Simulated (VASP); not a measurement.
Input of a VASP 6.6.1 run:

The input INCAR:

```
SYSTEM = AlN
  PREC = Accurate
  ENCUT = 520
  EDIFF = 1E-7
  ISMEAR = 0
  SIGMA = 0.01
  LREAL = .False.
  LASPH = .True.
  NELM = 100
  ALGO = Normal
  ISIF = 2
  LWAVE = .False.
  LCHARG = .False.
  GGA = PS
  NBANDS = 16
```

Contents of KPOINTS:

```
Automatic mesh
0
Gamma
  9 9 6
  0 0 0
```

The input POSCAR:

```
AlN
1.0
    3.1135756617      0.0000000000      0.0000000000
   -1.5567878308      2.6964356196      0.0000000000
    0.0000000000      0.0000000000      4.9831268447
Al N
2 2
Direct
    0.3333333333      0.6666666667     -0.0265533956
    0.6666666667      0.3333333333      0.4734466044
    0.3333333333      0.6666666667      0.4085533956
    0.6666666667      0.3333333333      0.9085533956
```

Potentials or basis: VASP PAW PBE potentials, release 64 (Al, N).

Launch:

```sh
$ cat potpaw_PBE.64/Al/POTCAR potpaw_PBE.64/N/POTCAR > POTCAR
$ mpirun -np 1 vasp_std > vasp.out
```

Task: Predict the largest force.

Result: 1.361 eV/Å.

Task: Estimate the band gap on the k mesh.

Result: 3.27 eV, direct.

Task: Estimate the pressure.

Result: 4.0 GPa.

Stress tensor (GPa, compression positive):
```
 11.69   0.00   0.00
  0.00  11.69   0.00
  0.00   0.00 -11.53
```

Caveat: the PAW data sets were made with another functional, which shifts forces and pressure a little. Expect the measured gap to be larger: semilocal functionals such as PBEsol lack the derivative discontinuity.
